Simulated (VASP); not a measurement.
# Au (P6_3/mmc) in VASP: a series of runs

Au is run at these levels: PBE; tasks: single point.

All numbers are computed with VASP 6.6.1; they aren't measurements. Logs are shortened: lines on timing, memory, paths and dates and some standing lists are left out, and cuts for length are marked.

## (1) The cell of the first run

Symmetry: P6_3/mmc, No. 194, hexagonal system. The conventional cell has a = 2.813 Å, b = 2.813 Å, c = 4.880 Å, α = 90.00°, β = 90.00°, γ = 120.00°. Au (site symmetry -6m2) has 12 Au at 2.81 to 2.93 Å within 3.7 Å.

This isn't the form of Au at room conditions, which is fcc.

## (2) Single point, PBE (equal xx and yy strain of -3 %)

Contents of INCAR:

```
SYSTEM = Au
ALGO = Normal
EDIFF = 1E-6
ENCUT = 520
GGA = PE
ISIF = 2
ISMEAR = -1
LASPH = .TRUE.
LCHARG = .TRUE.
LELF = .TRUE.
LREAL = .FALSE.
LVHAR = .TRUE.
LWAVE = .FALSE.
NBANDS = 18
NELM = 100
PREC = Accurate
SIGMA = 0.03
```

Contents of KPOINTS:

```
k-points
0
G
  14 14 8
  0 0 0
```

Contents of POSCAR:

```
Au
1.0
    2.8129984581      0.0000000000      0.0000000000
   -1.4064992290      2.4361281256      0.0000000000
    0.0000000000      0.0000000000      4.8800000000
Au
2
Direct
    0.3333333333      0.6666666667      0.7500000000
    0.6666666667      0.3333333333      0.2500000000
```

Potentials or basis: VASP PAW PBE potentials, release 64 (Au).

On the command line:

```bash
$ cat potpaw_PBE.64/Au/POTCAR > POTCAR
$ mpirun -np 1 vasp_std > vasp.out
```

OUTCAR:

```text
SYSTEM = Au
   EDIFF = 1E-6
   ENCUT = 520
   GGA = PE
   ISIF = 2
   ISMEAR = -1
   LASPH = .TRUE.
   LREAL = .FALSE.
   NELM = 100
   PREC = Accurate

 ion  position               nearest neighbor table
   1  0.333  0.667  0.750-   2 2.93   2 2.93   2 2.93   2 2.93   2 2.93   2 2.93
   2  0.667  0.333  0.250-   1 2.93   1 2.93   1 2.93   1 2.93   1 2.93   1 2.93

  LATTYP: Found a hexagonal cell.
 ALAT       =     2.8129984581
 C/A-ratio  =     1.7348036526

  Lattice vectors:

 A1 = (   2.8129984581,   0.0000000000,   0.0000000000)
 A2 = (  -1.4064992290,   2.4361281256,   0.0000000000)
 A3 = (   0.0000000000,   0.0000000000,   4.8800000000)

Analysis of symmetry for initial positions (statically):
=====================================================================
 Subroutine PRICEL returns:
 Original cell was already a primitive cell.

 Routine SETGRP: Setting up the symmetry group for a
 hexagonal supercell.

 Subroutine GETGRP returns: Found 24 space group operations
 (whereof 12 operations were pure point group operations)
 out of a pool of 24 trial point group operations.

The static configuration has the point symmetry D_3d.
 The point group associated with its full space group is D_6h.

Analysis of symmetry for dynamics (positions and initial velocities):
=====================================================================
 Subroutine PRICEL returns:
 Original cell was already a primitive cell.

 Routine SETGRP: Setting up the symmetry group for a
 hexagonal supercell.

 Subroutine GETGRP returns: Found 24 space group operations
 (whereof 12 operations were pure point group operations)
 out of a pool of 24 trial point group operations.

The dynamic configuration has the point symmetry D_3d.
 The point group associated with its full space group is D_6h.

 Subroutine INISYM returns: Found 24 space group operations
 (whereof 12 operations are pure point group operations),
 and found     1 'primitive' translations

----------------------------------------------------------------------------------------

                                     Primitive cell

  volume of cell :      33.4418

  direct lattice vectors                    reciprocal lattice vectors
     2.812998458  0.000000000  0.000000000     0.355492552  0.205243720  0.000000000
    -1.406499229  2.436128126  0.000000000     0.000000000  0.410487441  0.000000000
     0.000000000  0.000000000  4.880000000     0.000000000  0.000000000  0.204918033

  length of vectors
[... 81 lines left out ...]
   NELM   =    100;   NELMIN=  2; NELMDL= -5     # of ELM steps
   EDIFF  = 0.1E-05   stopping-criterion for ELM
   LREAL  =      F    real-space projection
   EDIFFG = 0.1E-04   stopping-criterion for IOM
   NSW    =      0    number of steps for IOM
   IBRION =     -1    ionic relax: 0-MD 1-quasi-New 2-CG
   NFREE  =      0    steps in history (QN), initial steepest desc. (CG)
   ISIF   =      2    stress and relaxation
   ISYM   =      2    0-nonsym 1-usesym 2-fastsym
   POTIM  = 0.5000    time-step for ionic-motion
   TEBEG  =    0.0;   TEEND  =   0.0 temperature during run
   PSTRESS=    0.0 pullay stress
   NELECT =      22.0000    total number of electrons
   NUPDOWN=      -1.0000    fix difference up-down
   EMIN   =  10.00;   EMAX   =-10.00  energy-range for DOS
   EFERMI =   0.00;   METHOD = LEGACY
   ISMEAR =    -1;   SIGMA  =   0.03  broadening in eV -4-tet -1-fermi 0-gaus
   EFERMI_NEDOS =   21; number of points for ismear=-14 and -15
   IALGO  =     38    algorithm
   IMIX   =      4    mixing-type and parameters
     AMIX     =   0.40;   BMIX     =  1.00
     AMIX_MAG =   1.60;   BMIX_MAG =  1.00
  volume/ion in A,a.u.               =      16.72       112.84
  Fermi-wavevector in a.u.,A,eV,Ry     =   1.423812  2.690614 27.582274  2.027240
  Thomas-Fermi vector in A             =   2.544370
   LORBIT       =      0    0 simple, 1 ext, 2 COOP (PROOUT), +10 PAW based schemes
   GGA     = PE    functional components
   LHFCALC =     F    Hartree Fock is set to
   AEXX    =    0.0000 exact exchange contribution
   IVDW    =     0    specifies the selected vdW correction
   LEPSILON=     F    determine dielectric tensor
   LRPA    =     F    only Hartree local field effects (RPA)
 non-spin polarized calculation
  energy-cutoff  :      520.00
  volume of cell :       33.44
 maximum number of plane-waves:       920
 NGX is ok and might be reduce to    24
   NGX = 11   NGY = 11   NGZ = 19

 number of electron      21.9999994 magnetization

 Free energy of the ion-electron system (eV)
  ---------------------------------------------------
  ext. energy  EPLUGINS =         0.00000000
  ---------------------------------------------------
  free energy    TOTEN  =        -6.31736891 eV

  energy without entropy =       -6.31390159  energy(sigma->0) =       -6.31563525

 E-fermi :   9.8661     XC(G=0): -12.8287

 val. band max:        9.8492096115   @ k =   0.3571   0.1429   0.1250
 cond. band min:       9.8702126324   @ k =   0.2857   0.2143   0.1250
 fundamental gap:      0.0210030209
 Fermi energy:         9.8660683593

 k-point     1 :       0.0000    0.0000    0.0000
  band No.  band energies     occupation
      1      -0.2702      2.00000
      2       2.0954      2.00000
      3       4.6179      2.00000
      4       5.0736      2.00000
      5       5.0736      2.00000
      6       5.3568      2.00000
[... 481 lines left out ...]
      5       4.8977      2.00000
      6       5.0018      2.00000
[... 10 lines left out ...]
     17      21.0905      0.00000
     18      21.1831      0.00000

 [... further k-points ...]

------------------------ aborting loop because EDIFF is reached ----------------------------------------

  FORCE on cell =-STRESS in cart. coord.  units (eV):
  Direction    XX          YY          ZZ          XY          YZ          ZX
  --------------------------------------------------------------------------------------
  -------------------------------------------------------------------------------------
  Total        2.9569651      2.9569651      2.0836798      0.0000000      0.0000000      0.0000000
  in kB      141.6665588    141.6665588     99.8279426      0.0000000      0.0000000      0.0000000
  external PRESSURE =     127.7203534 kB  Pullay stress =       0.0000000 kB

 VOLUME and BASIS-vectors are now :
 -----------------------------------------------------------------------------
  energy-cutoff  :      520.00
  volume of cell :       33.44
      direct lattice vectors                 reciprocal lattice vectors
     2.812998458  0.000000000  0.000000000     0.355492552  0.205243720  0.000000000
    -1.406499229  2.436128126  0.000000000     0.000000000  0.410487441  0.000000000
     0.000000000  0.000000000  4.880000000     0.000000000  0.000000000  0.204918033

 POSITION                                       TOTAL-FORCE (eV/Angst)
 -----------------------------------------------------------------------------------
     -0.00000      1.62409      3.66000         0.000000     -0.000000      0.000000
      1.40650      0.81204      1.22000        -0.000000      0.000000      0.000000
 -----------------------------------------------------------------------------------
    total drift:                               -0.000000      0.000000     -0.000000

  FREE ENERGIE OF THE ION-ELECTRON SYSTEM (eV)
  ---------------------------------------------------
  free  energy   TOTEN  =        -6.3173689113 eV

  energy  without entropy=       -6.3139015878  energy(sigma->0) =       -6.31563525
```

OSZICAR:

```text
N       E                     dE             d eps       ncg     rms          rms(c)
DAV:   1     0.126681673786E+03    0.12668E+03   -0.11815E+04  4328   0.119E+03
DAV:   2    -0.474392173806E+01   -0.13143E+03   -0.12533E+03  4606   0.266E+02
DAV:   3    -0.685818548947E+01   -0.21143E+01   -0.21039E+01  5172   0.342E+01
DAV:   4    -0.686696393181E+01   -0.87784E-02   -0.87777E-02  4738   0.232E+00
DAV:   5    -0.686704343443E+01   -0.79503E-04   -0.79502E-04  4780   0.233E-01    0.141E+01
DAV:   6    -0.636282999753E+01    0.50421E+00   -0.89603E-01  4472   0.880E+00    0.891E+00
DAV:   7    -0.632287915268E+01    0.39951E-01   -0.12762E-01  4704   0.332E+00    0.328E+00
DAV:   8    -0.631740069472E+01    0.54785E-02   -0.14637E-02  4526   0.103E+00    0.415E-01
DAV:   9    -0.631735598043E+01    0.44714E-04   -0.76111E-05  4772   0.780E-02    0.361E-02
DAV:  10    -0.631736874694E+01   -0.12767E-04   -0.60766E-06  4812   0.239E-02    0.355E-03
DAV:  11    -0.631736891130E+01   -0.16436E-06   -0.32629E-07  2388   0.465E-03
   1 F= -.63173689E+01 E0= -.63156352E+01  d E =-.346732E-02
```

stdout:

```text
POSCAR found type information on POSCAR Au
 POSCAR found :  1 types and       2 ions
 scaLAPACK will be used
 LDA part: xc-table for (Slater+PW92), standard interpolation
 POSCAR, INCAR and KPOINTS ok, starting setup
 FFT: planning ... GRIDC
 FFT: planning ... GRID_SOFT
 FFT: planning ... GRID
 WAVECAR not read
 entering main loop
```

Run time: 59 s. Hardware: 1 thread of AMD EPYC 7R13, shared host; peak memory 0.17 GiB.

Results:

| Property | Result |
| --- | --- |
| Free energy | -6.3174 eV |
| Pressure | 12.8 GPa |
| Band gap on the k mesh | zero (bands 11 and 12 overlap by 6.81 eV) |

Stress tensor (GPa, compression positive):
```
14.17  0.00  0.00
 0.00 14.17  0.00
 0.00  0.00  9.98
```

Levels at points of the mesh, in eV from the Fermi level:
| k point | band 7 | band 8 | band 9 | band 10 | band 11 | band 12 | band 13 | band 14 | band 15 | band 16 |
| --- | --- | --- | --- | --- | --- | --- | --- | --- | --- | --- |
| (0.00, 0.00, 0.00) | -4.51 | -3.55 | -3.55 | -2.30 | -2.30 | -1.53 | 2.29 | 14.68 | 15.06 | 16.70 |
| (0.50, 0.00, 0.00) | -3.80 | -2.15 | -1.85 | -1.70 | 0.38 | 1.72 | 5.57 | 7.11 | 7.31 | 10.74 |
| (0.00, 0.00, 0.50) | -4.80 | -4.80 | -2.76 | -2.76 | -2.76 | -2.76 | 9.97 | 9.97 | 15.00 | 15.00 |
| (0.50, 0.00, 0.50) | -2.58 | -2.58 | -1.76 | -1.76 | 0.37 | 0.37 | 4.13 | 4.13 | 12.79 | 12.79 |

Caveat: the cell differs from its parent crystal (equal xx and yy strain of -3 %); the cell stands under pressure; spin-orbit coupling is left out, which moves the levels of the heavy elements.

## (3) Single point, PBE (equal xx and yy strain of -1 %)

Contents of INCAR:

```
SYSTEM = Au
PREC = Accurate ; ENCUT = 520
EDIFF = 1E-7 ; ISMEAR = -1
SIGMA = 0.03 ; LREAL = .False.
LASPH = .True. ; NELM = 100
ALGO = Normal ; ISIF = 2
LWAVE = .False. ; LCHARG = .False.
GGA = PE ; NBANDS = 18
```

Contents of KPOINTS:

```
Automatic mesh
0
Gamma
  14 14 8
  0 0 0
```

Contents of POSCAR:

```
Au
1.0
    2.8709984263      0.0000000000      0.0000000000
   -1.4354992132      2.4863575715      0.0000000000
    0.0000000000      0.0000000000      4.8800000000
Au
2
Direct
    0.3333333333      0.6666666667      0.7500000000
    0.6666666667      0.3333333333      0.2500000000
```

Potentials or basis: VASP PAW PBE potentials, release 64 (Au).

On the command line:

```bash
$ cat potpaw_PBE.64/Au/POTCAR > POTCAR
$ mpirun -np 1 vasp_std > vasp.out
```

OUTCAR:

```text
SYSTEM = Au
   PREC = Accurate
   ENCUT = 520
   EDIFF = 1E-7
   ISMEAR = -1
   LREAL = .False.
   LASPH = .True.
   NELM = 100
   ISIF = 2
   GGA = PE

 ion  position               nearest neighbor table
   1  0.333  0.667  0.750-   2 2.95   2 2.95   2 2.95   2 2.95   2 2.95   2 2.95
   2  0.667  0.333  0.250-   1 2.95   1 2.95   1 2.95   1 2.95   1 2.95   1 2.95

  LATTYP: Found a hexagonal cell.
 ALAT       =     2.8709984263
 C/A-ratio  =     1.6997571142

  Lattice vectors:

[... 692 lines left out ...]

------------------------ aborting loop because EDIFF is reached ----------------------------------------

  FORCE on cell =-STRESS in cart. coord.  units (eV):
  Direction    XX          YY          ZZ          XY          YZ          ZX
  --------------------------------------------------------------------------------------
  -------------------------------------------------------------------------------------
  Total        1.1627163      1.1627163      0.9084562     -0.0000000      0.0000000      0.0000000
  in kB       53.4771158     53.4771158     41.7828629     -0.0000000      0.0000000      0.0000000
  external PRESSURE =      49.5790315 kB  Pullay stress =       0.0000000 kB

 VOLUME and BASIS-vectors are now :
 -----------------------------------------------------------------------------
  energy-cutoff  :      520.00
  volume of cell :       34.84
      direct lattice vectors                 reciprocal lattice vectors
     2.870998426  0.000000000  0.000000000     0.348310884  0.201097383  0.000000000
    -1.435499213  2.486357572  0.000000000     0.000000000  0.402194765  0.000000000
     0.000000000  0.000000000  4.880000000     0.000000000  0.000000000  0.204918033

 POSITION                                       TOTAL-FORCE (eV/Angst)
 -----------------------------------------------------------------------------------
     -0.00000      1.65757      3.66000         0.000000     -0.000000      0.000000
      1.43550      0.82879      1.22000        -0.000000      0.000000      0.000000
 -----------------------------------------------------------------------------------
    total drift:                                0.000000     -0.000000      0.000000

  FREE ENERGIE OF THE ION-ELECTRON SYSTEM (eV)
  ---------------------------------------------------
  free  energy   TOTEN  =        -6.4007382819 eV

  energy  without entropy=       -6.3967722247  energy(sigma->0) =       -6.39875525
```

stdout:

```text
POSCAR found type information on POSCAR Au
 POSCAR found :  1 types and       2 ions
 scaLAPACK will be used
 LDA part: xc-table for (Slater+PW92), standard interpolation
 POSCAR, INCAR and KPOINTS ok, starting setup
 FFT: planning ... GRIDC
 FFT: planning ... GRID_SOFT
 FFT: planning ... GRID
 WAVECAR not read
 entering main loop
```

Run time: 69 s. Hardware: 1 thread of AMD EPYC 7R13, shared host; peak memory 0.17 GiB.

What came out:

```
Free energy            : -6.4007 eV
Pressure               : 5.0 GPa
Band gap on the k mesh : zero (bands 11 and 12 overlap by 6.51 eV)
```

Levels at points of the mesh, in eV from the Fermi level:
| k point | band 9 | band 10 | band 11 | band 12 | band 13 | band 14 |
| --- | --- | --- | --- | --- | --- | --- |
| (0.00, 0.00, 0.00) | -3.45 | -2.19 | -2.19 | -1.13 | 2.42 | 14.66 |
| (0.50, 0.00, 0.00) | -1.84 | -1.68 | 0.39 | 1.59 | 5.62 | 7.15 |
| (0.00, 0.00, 0.50) | -2.63 | -2.63 | -2.63 | -2.63 | 10.22 | 10.22 |
| (0.50, 0.00, 0.50) | -1.75 | -1.75 | 0.51 | 0.51 | 3.89 | 3.89 |

Caveat: the cell differs from its parent crystal (equal xx and yy strain of -1 %); the cell stands under pressure; spin-orbit coupling is left out, which moves the levels of the heavy elements.

## (4) Single point, PBE (equal xx and yy strain of +2 %)

Contents of INCAR:

```
PREC = Accurate
ENCUT = 520
EDIFF = 1E-6
ISMEAR = -1
SIGMA = 0.03
LREAL = False
LASPH = True
NELM = 100
ALGO = Normal
ISIF = 2
LWAVE = False
LCHARG = True
GGA = PE
LELF = True
LVHAR = True
NBANDS = 18
```

Contents of KPOINTS:

```
Automatic mesh
0
Gamma
  14 14 8
```

Contents of POSCAR:

```
Au
1.0
    2.9579983786      0.0000000000      0.0000000000
   -1.4789991893      2.5617017403      0.0000000000
    0.0000000000      0.0000000000      4.8800000000
Au
2
Direct
    0.3333333333      0.6666666667      0.7500000000
    0.6666666667      0.3333333333      0.2500000000
```

On the command line:

```bash
$ cat potpaw_PBE.64/Au/POTCAR > POTCAR
$ mpirun -np 1 vasp_std > vasp.out
```

Wall time 60 s (1 thread of AMD EPYC 7R13, shared host); peak memory 0.17 GiB.

Results (log left out):

```
Free energy            : -6.4098 eV
Pressure               : -3.5 GPa
Band gap on the k mesh : zero (bands 11 and 12 overlap by 6.08 eV)
```

Stress tensor (GPa, compression positive):
```
-3.57  0.00  0.00
 0.00 -3.57  0.00
 0.00  0.00 -3.24
```

Levels at points of the mesh, in eV from the Fermi level:
```
           k point  band 7  band 8  band 9  band 10  band 11  band 12  band 13  band 14  band 15  band 16
(0.00, 0.00, 0.00)   -3.83   -3.33   -3.33    -2.06    -2.06    -0.60     2.56    14.56    15.99    16.70
(0.50, 0.00, 0.00)   -3.34   -1.85   -1.83    -1.67     0.36     1.35     5.72     6.93     7.15     9.95
(0.00, 0.00, 0.50)   -4.17   -4.17   -2.47    -2.47    -2.47    -2.47    10.53    10.53    14.81    14.81
(0.50, 0.00, 0.50)   -2.22   -2.22   -1.74    -1.74     0.66     0.66     3.56     3.56    13.06    13.06
```

Caveat: the cell differs from its parent crystal (equal xx and yy strain of +2 %); the cell stands under tension; spin-orbit coupling is left out, which moves the levels of the heavy elements.

## (5) Overview

| cell | gap on the mesh (eV) | pressure (GPa) |
| --- | --- | --- |
| a = 2.813, b = 2.813, c = 4.880 Å, angles 90.0, 90.0, 120.0°, 2 atoms | none | 12.8 |
| a = 2.871, b = 2.871, c = 4.880 Å, angles 90.0, 90.0, 120.0°, 2 atoms | none | 5.0 |
| a = 2.958, b = 2.958, c = 4.880 Å, angles 90.0, 90.0, 120.0°, 2 atoms | none | -3.5 |

Alike in all rows: task single point; level PBE; potentials or basis VASP PAW PBE potentials, release 64 (Au); no spin polarisation; k mesh 14 × 14 × 8; cutoff (eV) 520; smearing fermi-dirac 0.03 eV.

Caveats: spin-orbit coupling is left out, which moves the levels of the heavy elements; the cell stands under pressure (at least some runs); the cell stands under tension (at least some runs).

Total energies depend on the potentials used, so only differences within one code and one set of settings carry meaning.
